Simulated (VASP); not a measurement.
# CaPtC4N4 (P-43m) in VASP: single point with PBE

Aim: the single point of CaPtC4N4 with PBE.

All numbers are computed with VASP 6.6.1; they aren't measurements. Logs are shortened: lines on timing, memory, paths and dates and some standing lists are left out, and cuts for length are marked.

**1. The cell of the first run**

The structure is cubic, space group P-43m (No. 215). Conventional cell: a = 6.101 Å, b = 6.101 Å, c = 6.101 Å, α = 90.00°, β = 90.00°, γ = 90.00°. Ca (site symmetry -43m) has 4 C at 2.11 Å within 2.8 Å. Pt (site symmetry -43m) has 4 N at 2.01 Å within 2.7 Å. Within 1.6 Å of C (site symmetry 3m) lie 1 N at 1.17 Å. N (site symmetry 3m) has 1 C at 1.17 Å within 1.6 Å.

**2. Single point, PBE, collinear spin**

File INCAR:

```
SYSTEM = CaPtC4N4
PREC = Accurate ; ENCUT = 700
EDIFF = 1E-6 ; ISMEAR = 0
SIGMA = 0.1 ; LREAL = .False.
LASPH = .True. ; NELM = 200
ALGO = Normal ; ISIF = 2
LWAVE = .False. ; LCHARG = .True.
ISPIN = 2 ; MAGMOM = 0 1 0 0 0 0 0 0 0 0
LORBIT = 11 ; LMAXMIX = 4
GGA = PE ; LELF = .True.
LVHAR = .True. ; NBANDS = 47
GGA_COMPAT = .False.
```

File KPOINTS:

```
Automatic mesh
0
Gamma
  4 4 4
  0 0 0
```

File POSCAR:

```
CaPtC4N4
1.0
    6.1008602900      0.0000000000      0.0000000000
    0.0000000000      6.1008602900      0.0000000000
    0.0000000000      0.0000000000      6.1008602900
Ca Pt C N
1 1 4 4
Direct
    0.0000000000      0.0000000000      0.0000000000
    0.5000000000      0.5000000000      0.5000000000
    0.1992997100      0.1992997100      0.1992997100
    0.1992997100      0.8007002900      0.8007002900
    0.8007002900      0.1992997100      0.8007002900
    0.8007002900      0.8007002900      0.1992997100
    0.3100217700      0.3100217700      0.3100217700
    0.3100217700      0.6899782300      0.6899782300
    0.6899782300      0.3100217700      0.6899782300
    0.6899782300      0.6899782300      0.3100217700
```

Potentials or basis: VASP PAW PBE potentials, release 64 (Ca_sv, Pt_sv_GW, C, N).

On the command line:

```
cat potpaw_PBE.64/Ca_sv/POTCAR potpaw_PBE.64/Pt_sv_GW/POTCAR potpaw_PBE.64/C/POTCAR potpaw_PBE.64/N/POTCAR > POTCAR
mpirun -np 1 vasp_std > vasp.out
```

OUTCAR:

```text
SYSTEM = CaPtC4N4
   PREC = Accurate
   ENCUT = 700
   EDIFF = 1E-6
   ISMEAR = 0
   LREAL = .False.
   LASPH = .True.
   NELM = 200
   ISIF = 2
   ISPIN = 2
   LORBIT = 11
   GGA = PE

 ion  position               nearest neighbor table
   1  0.000  0.000  0.000-   3 2.11   4 2.11   5 2.11   6 2.11
   2  0.500  0.500  0.500-   7 2.01   8 2.01   9 2.01  10 2.01
   3  0.199  0.199  0.199-   7 1.17   1 2.11
   4  0.199  0.801  0.801-   8 1.17   1 2.11
   5  0.801  0.199  0.801-   9 1.17   1 2.11
   6  0.801  0.801  0.199-  10 1.17   1 2.11
   7  0.310  0.310  0.310-   3 1.17   2 2.01
   8  0.310  0.690  0.690-   4 1.17   2 2.01
   9  0.690  0.310  0.690-   5 1.17   2 2.01
  10  0.690  0.690  0.310-   6 1.17   2 2.01

  LATTYP: Found a simple cubic cell.
 ALAT       =     6.1008602900

  Lattice vectors:

 A1 = (   6.1008602900,   0.0000000000,   0.0000000000)
 A2 = (   0.0000000000,   6.1008602900,   0.0000000000)
 A3 = (   0.0000000000,   0.0000000000,   6.1008602900)

Analysis of symmetry for initial positions (statically):
=====================================================================
 Subroutine PRICEL returns:
 Original cell was already a primitive cell.

 Routine SETGRP: Setting up the symmetry group for a
 simple cubic supercell.

 Subroutine GETGRP returns: Found 24 space group operations
 (whereof 24 operations were pure point group operations)
 out of a pool of 48 trial point group operations.

The static configuration has the point symmetry T_d .

Analysis of symmetry for dynamics (positions and initial velocities):
=====================================================================
 Subroutine PRICEL returns:
 Original cell was already a primitive cell.

 Routine SETGRP: Setting up the symmetry group for a
 simple cubic supercell.

 Subroutine GETGRP returns: Found 24 space group operations
 (whereof 24 operations were pure point group operations)
 out of a pool of 48 trial point group operations.

The dynamic configuration has the point symmetry T_d .

Analysis of structural, dynamic, and magnetic symmetry:
=====================================================================
 Subroutine PRICEL returns:
 Original cell was already a primitive cell.

 Routine SETGRP: Setting up the symmetry group for a
 simple cubic supercell.

 Subroutine GETGRP returns: Found 24 space group operations
 (whereof 24 operations were pure point group operations)
 out of a pool of 48 trial point group operations.

The overall configuration has the point symmetry T_d .

 Subroutine INISYM returns: Found 24 space group operations
 (whereof 24 operations are pure point group operations),
 and found     1 'primitive' translations

----------------------------------------------------------------------------------------

                                     Primitive cell

  volume of cell :     227.0770

  direct lattice vectors                    reciprocal lattice vectors
     6.100860290  0.000000000  0.000000000     0.163911310  0.000000000  0.000000000
     0.000000000  6.100860290  0.000000000     0.000000000  0.163911310  0.000000000
     0.000000000  0.000000000  6.100860290     0.000000000  0.000000000  0.163911310

  length of vectors
     6.100860290  6.100860290  6.100860290     0.163911310  0.163911310  0.163911310

  position of ions in fractional coordinates (direct lattice)
[... 63 lines left out ...]
   number of dos      NEDOS =    301   number of ions     NIONS =     10
   total plane-waves  NPLWV = 157464
   dimension x,y,z NGX =    54 NGY =   54 NGZ =   54
   dimension x,y,z NGXF=   108 NGYF=  108 NGZF=  108
   ions per type =               1   1   4   4
   NGX,Y,Z   is equivalent  to a cutoff of  14.71, 14.71, 14.71 a.u.
   NGXF,Y,Z  is equivalent  to a cutoff of  29.43, 29.43, 29.43 a.u.
 SYSTEM =  CaPtC4N4
   PREC   = accura    normal or accurate (medium, high low for compatibility)
   ISTART =      0    job   : 0-new  1-cont  2-samecut
   ICHARG =      2    charge: 1-file 2-atom 10-const
   ISPIN  =      2    spin polarized calculation?
   LNONCOLLINEAR =      F non collinear calculations
   LSORBIT =      F    spin-orbit coupling
   LASPH  =      T    aspherical Exc in radial PAW
   ENCUT  =  700.0 eV  51.45 Ry    7.17 a.u.  13.16 13.16 13.16*2*pi/ulx,y,z
   NELM   =    200;   NELMIN=  2; NELMDL= -5     # of ELM steps
   EDIFF  = 0.1E-05   stopping-criterion for ELM
   LREAL  =      F    real-space projection
   EDIFFG = 0.1E-04   stopping-criterion for IOM
   NSW    =      0    number of steps for IOM
   IBRION =     -1    ionic relax: 0-MD 1-quasi-New 2-CG
   NFREE  =      0    steps in history (QN), initial steepest desc. (CG)
   ISIF   =      2    stress and relaxation
   ISYM   =      2    0-nonsym 1-usesym 2-fastsym
   POTIM  = 0.5000    time-step for ionic-motion
   TEBEG  =    0.0;   TEEND  =   0.0 temperature during run
   PSTRESS=    0.0 pullay stress
   NELECT =      64.0000    total number of electrons
   NUPDOWN=      -1.0000    fix difference up-down
   EMIN   =  10.00;   EMAX   =-10.00  energy-range for DOS
   EFERMI =   0.00;   METHOD = LEGACY
   ISMEAR =     0;   SIGMA  =   0.10  broadening in eV -4-tet -1-fermi 0-gaus
   EFERMI_NEDOS =   21; number of points for ismear=-14 and -15
   IALGO  =     38    algorithm
   IMIX   =      4    mixing-type and parameters
     AMIX     =   0.40;   BMIX     =  1.00
     AMIX_MAG =   1.60;   BMIX_MAG =  1.00
  volume/ion in A,a.u.               =      22.71       153.24
  Fermi-wavevector in a.u.,A,eV,Ry     =   1.073356  2.028349 15.675175  1.152093
  Thomas-Fermi vector in A             =   2.209153
   LORBIT       =     11    0 simple, 1 ext, 2 COOP (PROOUT), +10 PAW based schemes
   GGA     = PE    functional components
   LHFCALC =     F    Hartree Fock is set to
   AEXX    =    0.0000 exact exchange contribution
   IVDW    =     0    specifies the selected vdW correction
   LEPSILON=     F    determine dielectric tensor
   LRPA    =     F    only Hartree local field effects (RPA)
 spin polarized calculation
 Gauss-broadening in eV      SIGMA  =   0.10
  energy-cutoff  :      700.00
  volume of cell :      227.08
 maximum number of plane-waves:      9627
 NGX is ok and might be reduce to    54
   NGX = 27   NGY = 27   NGZ = 27

 number of electron      63.9999995 magnetization       1.9996833

 Free energy of the ion-electron system (eV)
  ---------------------------------------------------
  ext. energy  EPLUGINS =         0.00000000
  ---------------------------------------------------
  free energy    TOTEN  =       -70.18566576 eV

  energy without entropy =      -70.12088872  energy(sigma->0) =      -70.15327724

 E-fermi :  -0.9835     XC(G=0):  -6.9583

 val. band max:       -1.0010362297   @ k =   0.2500   0.0000   0.0000
 cond. band min:      -0.9776648879   @ k =   0.5000   0.5000   0.2500
 fundamental gap:      0.0233713418
 Fermi energy:        -0.9835176675

 spin component 1

 k-point     1 :       0.0000    0.0000    0.0000
  band No.  band energies     occupation
      1    -100.3414      1.00000
      2     -54.5415      1.00000
      3     -54.5415      1.00000
      4     -54.5415      1.00000
      5     -38.6860      1.00000
      6     -20.0870      1.00000
[... 459 lines left out ...]
     43       6.1901      0.00000
     44       6.1901      0.00000
 Fermi energy:        -0.9835176675

 spin component 2

 k-point     1 :       0.0000    0.0000    0.0000
  band No.  band energies     occupation
      1     -99.7103      1.00000
      2     -53.7664      1.00000
      3     -53.7664      1.00000
      4     -53.7664      1.00000
      5     -38.6758      1.00000
      6     -20.0720      1.00000
[... 459 lines left out ...]
     43       6.3168      0.00000
     44       6.3168      0.00000
 [bands above 44 left out]

------------------------ aborting loop because EDIFF is reached ----------------------------------------

  FORCE on cell =-STRESS in cart. coord.  units (eV):
  Direction    XX          YY          ZZ          XY          YZ          ZX
  --------------------------------------------------------------------------------------
  -------------------------------------------------------------------------------------
  Total       14.8481828     14.8481828     14.8481828      0.0000000      0.0000000      0.0000000
  in kB      104.7636566    104.7636566    104.7636566      0.0000000      0.0000000      0.0000000
  external PRESSURE =     104.7636566 kB  Pullay stress =       0.0000000 kB

 VOLUME and BASIS-vectors are now :
 -----------------------------------------------------------------------------
  energy-cutoff  :      700.00
  volume of cell :      227.08
      direct lattice vectors                 reciprocal lattice vectors
     6.100860290  0.000000000  0.000000000     0.163911310  0.000000000  0.000000000
     0.000000000  6.100860290  0.000000000     0.000000000  0.163911310  0.000000000
     0.000000000  0.000000000  6.100860290     0.000000000  0.000000000  0.163911310

 POSITION                                       TOTAL-FORCE (eV/Angst)
 -----------------------------------------------------------------------------------
      0.00000      0.00000      0.00000        -0.000000      0.000000      0.000000
      3.05043      3.05043      3.05043        -0.000000      0.000000      0.000000
      1.21590      1.21590      1.21590         1.876055      1.876055      1.876055
      1.21590      4.88496      4.88496         1.876055     -1.876055     -1.876055
      4.88496      1.21590      4.88496        -1.876055      1.876055     -1.876055
      4.88496      4.88496      1.21590        -1.876055     -1.876055      1.876055
      1.89140      1.89140      1.89140         0.170285      0.170285      0.170285
      1.89140      4.20946      4.20946         0.170285     -0.170285     -0.170285
      4.20946      1.89140      4.20946        -0.170285      0.170285     -0.170285
      4.20946      4.20946      1.89140        -0.170285     -0.170285      0.170285
 -----------------------------------------------------------------------------------
    total drift:                               -0.000000     -0.000000      0.000000

  FREE ENERGIE OF THE ION-ELECTRON SYSTEM (eV)
  ---------------------------------------------------
  free  energy   TOTEN  =       -70.1856657602 eV

  energy  without entropy=      -70.1208887164  energy(sigma->0) =      -70.15327724

 total charge

# of ion       s       p       d       f       tot
--------------------------------------------------
    1        2.102   5.935   0.506   0.000   8.543
    2        3.888   6.124   7.328   0.033  17.373
    3        1.001   1.624   0.000   0.000   2.625
    4        1.001   1.624   0.000   0.000   2.625
    5        1.001   1.624   0.000   0.000   2.625
    6        1.001   1.624   0.000   0.000   2.625
    7        1.296   2.572   0.000   0.000   3.868
    8        1.296   2.572   0.000   0.000   3.868
    9        1.296   2.572   0.000   0.000   3.868
   10        1.296   2.572   0.000   0.000   3.868
--------------------------------------------------
tot         15.178  28.841   7.834   0.033  51.886

 magnetization (x)

# of ion       s       p       d       f       tot
--------------------------------------------------
    1        0.001   0.004   0.008   0.000   0.012
    2        0.043   0.032   1.071   0.001   1.148
    3        0.002   0.051   0.000   0.000   0.053
    4        0.002   0.051   0.000   0.000   0.053
    5        0.002   0.051   0.000   0.000   0.053
    6        0.002   0.051   0.000   0.000   0.053
    7        0.013   0.051   0.000   0.000   0.064
    8        0.013   0.051   0.000   0.000   0.064
    9        0.013   0.051   0.000   0.000   0.064
   10        0.013   0.051   0.000   0.000   0.064
--------------------------------------------------
tot          0.104   0.444   1.079   0.001   1.628
```

Run time: 9 min. Hardware: 1 thread of Intel Xeon Platinum 8259CL at 2.50GHz (Skylake/Cascade Lake), shared host; peak memory 0.68 GiB.

What came out:

* Free energy: -70.1857 eV
* Pressure: 10.5 GPa
* Largest force: 3.249 eV/Å
* Band gap on the k mesh: zero (filled and empty bands overlap)
* Net moment: 2.00 μB per cell
* Site moments: Ca +0.01; Pt +1.15; C +0.05; N +0.06 μB
* Valence electrons inside the program's atomic spheres: Ca 8.54; Pt 17.37; C 2.62; N 3.87

Forces in eV/Å, atoms in the order of the input:
```
Ca   0.000  0.000  0.000
Pt   0.000  0.000  0.000
C    1.876  1.876  1.876
C    1.876 -1.876 -1.876
C   -1.876  1.876 -1.876
C   -1.876 -1.876  1.876
N    0.170  0.170  0.170
N    0.170 -0.170 -0.170
N   -0.170  0.170 -0.170
N   -0.170 -0.170  0.170
```

Caveat: the cell stands under pressure; spin-orbit coupling is left out, which moves the levels of the heavy elements; forces of over 1 eV/Å act on the atoms, so gaps and moduli don't describe the material at rest.

The gap in the log of VASP goes by the Fermi energy; the results here count the filled bands.